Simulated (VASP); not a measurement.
# Zn (Fm-3m) in VASP: a series of runs, part 2 of 2

VASP 6.6.1. The steps go on from the part before.

## (5) Single point, BLYP

This run uses another cell than the first one, of 16.76 Å³/atom, 1.136 times its volume.

INCAR

```
SYSTEM = Zn
AGGAC = 1.0
AGGAX = 1.0
ALDAC = 0.0
ALDAX = 1.0
ALGO = Normal
EDIFF = 1E-6
ENCUT = 520
GGA = B5
ISIF = 2
ISMEAR = -1
LASPH = .TRUE.
LCHARG = .TRUE.
LELF = .TRUE.
LREAL = .FALSE.
LVHAR = .TRUE.
LWAVE = .FALSE.
NBANDS = 12
NELM = 80
PREC = Accurate
SIGMA = 0.1
```

KPOINTS

```
k-points
0
G
  15 15 15
  0 0 0
```

POSCAR

```
Zn
1.0
    0.0000000000      2.0312724690      2.0312724690
    2.0312724690      0.0000000000      2.0312724690
    2.0312724690      2.0312724690      0.0000000000
Zn
1
Direct
    0.0000000000      0.0000000000      0.0000000000
```

Potentials or basis: VASP PAW PBE potentials, release 64 (Zn).

Command:

```sh
> cat potpaw_PBE.64/Zn/POTCAR > POTCAR
> mpirun -np 1 vasp_std > vasp.out
```

OUTCAR:

```text
SYSTEM = Zn
   EDIFF = 1E-6
   ENCUT = 520
   GGA = B5
   ISIF = 2
   ISMEAR = -1
   LASPH = .TRUE.
   LREAL = .FALSE.
   NELM = 80
   PREC = Accurate

 ion  position               nearest neighbor table
   1  0.000  0.000  0.000-

  LATTYP: Found a face centered cubic cell.
 ALAT       =     4.0625449380

  Lattice vectors:

 A1 = (   0.0000000000,   2.0312724690,   2.0312724690)
 A2 = (   2.0312724690,   0.0000000000,   2.0312724690)
 A3 = (   2.0312724690,   2.0312724690,   0.0000000000)

Analysis of symmetry for initial positions (statically):
=====================================================================
 Subroutine PRICEL returns:
 Original cell was already a primitive cell.

 Routine SETGRP: Setting up the symmetry group for a
 face centered cubic supercell.

 Subroutine GETGRP returns: Found 48 space group operations
 (whereof 48 operations were pure point group operations)
 out of a pool of 48 trial point group operations.

The static configuration has the point symmetry O_h .

Analysis of symmetry for dynamics (positions and initial velocities):
=====================================================================
 Subroutine PRICEL returns:
 Original cell was already a primitive cell.

 Routine SETGRP: Setting up the symmetry group for a
 face centered cubic supercell.

 Subroutine GETGRP returns: Found 48 space group operations
 (whereof 48 operations were pure point group operations)
 out of a pool of 48 trial point group operations.

The dynamic configuration has the point symmetry O_h .

 Subroutine INISYM returns: Found 48 space group operations
 (whereof 48 operations are pure point group operations),
 and found     1 'primitive' translations

----------------------------------------------------------------------------------------

                                     Primitive cell

  volume of cell :      16.7623

  direct lattice vectors                    reciprocal lattice vectors
     0.000000000  2.031272469  2.031272469    -0.246151123  0.246151123  0.246151123
     2.031272469  0.000000000  2.031272469     0.246151123 -0.246151123  0.246151123
     2.031272469  2.031272469  0.000000000     0.246151123  0.246151123 -0.246151123

  length of vectors
     2.872653075  2.872653075  2.872653075     0.426346252  0.426346252  0.426346252

  position of ions in fractional coordinates (direct lattice)
     0.000000000  0.000000000  0.000000000

  ion indices of the primitive-cell ions
   primitive index   ion index
                 1           1

----------------------------------------------------------------------------------------

 KPOINTS: k-points

Automatic generation of k-mesh.
 Grid dimensions read from file:
 generate k-points for:   15   15   15

 Generating k-lattice:

  Cartesian coordinates                     Fractional coordinates (reciprocal lattice)
    -0.016410075  0.016410075  0.016410075     0.066666667  0.000000000  0.000000000
     0.016410075 -0.016410075  0.016410075     0.000000000  0.066666667  0.000000000
     0.016410075  0.016410075 -0.016410075     0.000000000  0.000000000  0.066666667

  Length of vectors
     0.028423083  0.028423083  0.028423083

  Shift w.r.t. Gamma in fractional coordinates (k-lattice)
     0.000000000  0.000000000  0.000000000

 Subroutine IBZKPT returns following result:
 ===========================================

 Found    120 irreducible k-points:

 Following reciprocal coordinates:
            Coordinates               Weight
  0.000000  0.000000  0.000000      1.000000
  0.066667  0.000000  0.000000      8.000000
  0.133333  0.000000  0.000000      8.000000
  0.200000  0.000000  0.000000      8.000000
  0.266667  0.000000  0.000000      8.000000
  0.333333  0.000000  0.000000      8.000000
[... 16 lines left out ...]
  0.133333  0.133333  0.000000      6.000000
  0.200000  0.133333  0.000000     24.000000
 [... further k-points ...]
   k-points           NKPTS =    120   k-points in BZ     NKDIM =    120   number of bands    NBANDS=     12
   number of dos      NEDOS =    301   number of ions     NIONS =      1
   total plane-waves  NPLWV =  13824
   dimension x,y,z NGX =    24 NGY =   24 NGZ =   24
   dimension x,y,z NGXF=    48 NGYF=   48 NGZF=   48
   ions per type =               1
   NGX,Y,Z   is equivalent  to a cutoff of  13.89, 13.89, 13.89 a.u.
   NGXF,Y,Z  is equivalent  to a cutoff of  27.78, 27.78, 27.78 a.u.
 SYSTEM =  Zn
   PREC   = accura    normal or accurate (medium, high low for compatibility)
   ISTART =      0    job   : 0-new  1-cont  2-samecut
   ICHARG =      2    charge: 1-file 2-atom 10-const
   ISPIN  =      1    spin polarized calculation?
   LNONCOLLINEAR =      F non collinear calculations
   LSORBIT =      F    spin-orbit coupling
   LASPH  =      T    aspherical Exc in radial PAW
   ENCUT  =  520.0 eV  38.22 Ry    6.18 a.u.   5.34  5.34  5.34*2*pi/ulx,y,z
   NELM   =     80;   NELMIN=  2; NELMDL= -5     # of ELM steps
   EDIFF  = 0.1E-05   stopping-criterion for ELM
   LREAL  =      F    real-space projection
   EDIFFG = 0.1E-04   stopping-criterion for IOM
   NSW    =      0    number of steps for IOM
   IBRION =     -1    ionic relax: 0-MD 1-quasi-New 2-CG
   NFREE  =      0    steps in history (QN), initial steepest desc. (CG)
   ISIF   =      2    stress and relaxation
   ISYM   =      2    0-nonsym 1-usesym 2-fastsym
   POTIM  = 0.5000    time-step for ionic-motion
   TEBEG  =    0.0;   TEEND  =   0.0 temperature during run
   PSTRESS=    0.0 pullay stress
   NELECT =      12.0000    total number of electrons
   NUPDOWN=      -1.0000    fix difference up-down
   EMIN   =  10.00;   EMAX   =-10.00  energy-range for DOS
   EFERMI =   0.00;   METHOD = LEGACY
   ISMEAR =    -1;   SIGMA  =   0.10  broadening in eV -4-tet -1-fermi 0-gaus
   EFERMI_NEDOS =   21; number of points for ismear=-14 and -15
   IALGO  =     38    algorithm
   IMIX   =      4    mixing-type and parameters
     AMIX     =   0.40;   BMIX     =  1.00
     AMIX_MAG =   1.60;   BMIX_MAG =  1.00
  volume/ion in A,a.u.               =      16.76       113.12
  Fermi-wavevector in a.u.,A,eV,Ry     =   1.464503  2.767510 29.181372  2.144770
  Thomas-Fermi vector in A             =   2.580472
   LORBIT       =      0    0 simple, 1 ext, 2 COOP (PROOUT), +10 PAW based schemes
   GGA     = B5    functional components
   LHFCALC =     F    Hartree Fock is set to
   AEXX    =    0.0000 exact exchange contribution
   IVDW    =     0    specifies the selected vdW correction
   LEPSILON=     F    determine dielectric tensor
   LRPA    =     F    only Hartree local field effects (RPA)
 non-spin polarized calculation
  energy-cutoff  :      520.00
  volume of cell :       16.76
 maximum number of plane-waves:       464
 NGX is ok and might be reduce to    24
   NGX = 11   NGY = 11   NGZ = 11

 number of electron      12.0000002 magnetization

 Free energy of the ion-electron system (eV)
  ---------------------------------------------------
  ext. energy  EPLUGINS =         0.00000000
  ---------------------------------------------------
  free energy    TOTEN  =        -0.34435910 eV

  energy without entropy =       -0.33286191  energy(sigma->0) =       -0.33861051

 E-fermi :   2.8039     XC(G=0): -10.5133

 val. band max:        2.7629139273   @ k =  -0.4000   0.4667   0.0667
 cond. band min:       2.8495260960   @ k =  -0.4667   0.2000   0.0000
 fundamental gap:      0.0866121687
 Fermi energy:         2.8038569079

 k-point     1 :       0.0000    0.0000    0.0000
  band No.  band energies     occupation
      1      -6.6855      2.00000
      2      -4.6912      2.00000
      3      -4.6912      2.00000
      4      -4.6912      2.00000
      5      -4.3803      2.00000
      6      -4.3803      2.00000
      7      19.5313      0.00000
      8      19.5313      0.00000
      9      19.5313      0.00000
     10      21.3915      0.00000
     11      22.7958      0.00000
     12      22.7958      0.00000
[... 331 lines left out ...]
 k-point    24 :       0.2000    0.1333    0.0000
  band No.  band energies     occupation
      1      -5.6291      2.00000
      2      -4.8057      2.00000
      3      -4.5718      2.00000
      4      -4.5626      2.00000
      5      -4.4067      2.00000
      6      -4.3211      2.00000
      7      14.0416      0.00000
      8      15.5656      0.00000
      9      17.4591      0.00000
     10      18.8911      0.00000
     11      20.3709      0.00000
     12      26.8419      0.00000

 [... further k-points ...]

------------------------ aborting loop because EDIFF is reached ----------------------------------------

  FORCE on cell =-STRESS in cart. coord.  units (eV):
  Direction    XX          YY          ZZ          XY          YZ          ZX
  --------------------------------------------------------------------------------------
  -------------------------------------------------------------------------------------
  Total        0.0332716      0.0332716      0.0332716     -0.0000000     -0.0000000      0.0000000
  in kB        3.1801630      3.1801630      3.1801630     -0.0000000     -0.0000000      0.0000000
  external PRESSURE =       3.1801630 kB  Pullay stress =       0.0000000 kB

 VOLUME and BASIS-vectors are now :
 -----------------------------------------------------------------------------
  energy-cutoff  :      520.00
  volume of cell :       16.76
      direct lattice vectors                 reciprocal lattice vectors
     0.000000000  2.031272469  2.031272469    -0.246151123  0.246151123  0.246151123
     2.031272469  0.000000000  2.031272469     0.246151123 -0.246151123  0.246151123
     2.031272469  2.031272469  0.000000000     0.246151123  0.246151123 -0.246151123

 POSITION                                       TOTAL-FORCE (eV/Angst)
 -----------------------------------------------------------------------------------
      0.00000      0.00000      0.00000         0.000000      0.000000      0.000000
 -----------------------------------------------------------------------------------
    total drift:                               -0.000000     -0.000000     -0.000000

  FREE ENERGIE OF THE ION-ELECTRON SYSTEM (eV)
  ---------------------------------------------------
  free  energy   TOTEN  =        -0.3443591044 eV

  energy  without entropy=       -0.3328619131  energy(sigma->0) =       -0.33861051
```

stdout:

```text
POSCAR found type information on POSCAR Zn
 POSCAR found :  1 types and       1 ions
 scaLAPACK will be used
 -----------------------------------------------------------------------------
|                                                                             |
|                                                                             |
|     You enforced a specific xc type in the INCAR file but a different       |
|     I HOPE YOU KNOW WHAT YOU ARE DOING!                                     |
|                                                                             |
 -----------------------------------------------------------------------------

 LDA part: xc-table for (Slater(with rela. corr.)+VWN5), standard interpolation
 POSCAR, INCAR and KPOINTS ok, starting setup
 FFT: planning ... GRIDC
 FFT: planning ... GRID_SOFT
 FFT: planning ... GRID
 WAVECAR not read
 entering main loop
```

Wall time 9.8 s (1 thread of Intel Xeon 6975P-C (Granite Rapids), shared host); peak memory 0.15 GiB.

Results:

```yaml
Free_energy: -0.3444 eV
Pressure: 0.3 GPa
Band_gap_on_the_k_mesh: zero (band 6 reaches 4.43 eV, above the bottom of band 7 at 1.43 eV)
```

Caveat: the PAW data sets were made with another functional, which shifts forces and pressure a little.

## (6) Single point, BLYP (volume scaled by 1.08)

INCAR

```
SYSTEM = Zn
PREC = Accurate
ENCUT = 520
EDIFF = 1E-6
ISMEAR = -1
SIGMA = 0.1
LREAL = .FALSE.
LASPH = .TRUE.
NELM = 60
ALGO = Normal
ISIF = 2
LWAVE = .FALSE.
LCHARG = .TRUE.
GGA = B5
ALDAX = 1.0
AGGAX = 1.0
AGGAC = 1.0
ALDAC = 0.0
LELF = .TRUE.
LVHAR = .TRUE.
NBANDS = 12
```

KPOINTS

```
Automatic mesh
0
G
  15 15 15
  0 0 0
```

POSCAR

```
Zn
1.0
    0.0000000000      2.0840562379      2.0840562379
    2.0840562379      0.0000000000      2.0840562379
    2.0840562379      2.0840562379      0.0000000000
Zn
1
Direct
    0.0000000000      0.0000000000      0.0000000000
```

Potentials or basis: VASP PAW PBE potentials, release 64 (Zn).

Command:

```sh
> cat potpaw_PBE.64/Zn/POTCAR > POTCAR
> mpirun -np 1 vasp_std > vasp.out
```

It took 9.6 s on 1 thread of Intel Xeon 6975P-C (Granite Rapids), shared host; peak memory 0.15 GiB.

It converged, with:

- Free energy: -0.3354 eV
- Pressure: -2.4 GPa
- Band gap on the k mesh: zero (band 6 reaches 3.74 eV, above the bottom of band 7 at 0.91 eV)

Levels at points of the mesh, in eV from the Fermi level:
| k point | band 3 | band 4 | band 5 | band 6 | band 7 | band 8 | band 9 | band 10 |
| --- | --- | --- | --- | --- | --- | --- | --- | --- |
| (0.00, 0.00, 0.00) | -7.34 | -7.34 | -7.07 | -7.07 | 15.72 | 15.72 | 15.72 | 18.04 |

Caveat: the cell differs from its parent crystal (volume scaled by 1.08); the PAW data sets were made with another functional, which shifts forces and pressure a little.

## (7) Summary

```csv
cell,gap on the mesh (eV),pressure (GPa)
"a = 2.753 Å, angles 60.0°, 1 atom",none,8.7
"a = 2.794 Å, angles 60.0°, 1 atom",none,5.1
"a = 2.834 Å, angles 60.0°, 1 atom",none,2.4
"a = 2.873 Å, angles 60.0°, 1 atom",none,0.3
"a = 2.947 Å, angles 60.0°, 1 atom",none,-2.4
```

Alike in all rows: task single point; level BLYP; potentials or basis VASP PAW PBE potentials, release 64 (Zn); no spin polarisation; k mesh 15 × 15 × 15; cutoff (eV) 520; smearing fermi-dirac 0.1 eV.

Caveats: the PAW data sets were made with another functional, which shifts forces and pressure a little.

Total energies depend on the potentials used, so only differences within one code and one set of settings carry meaning.
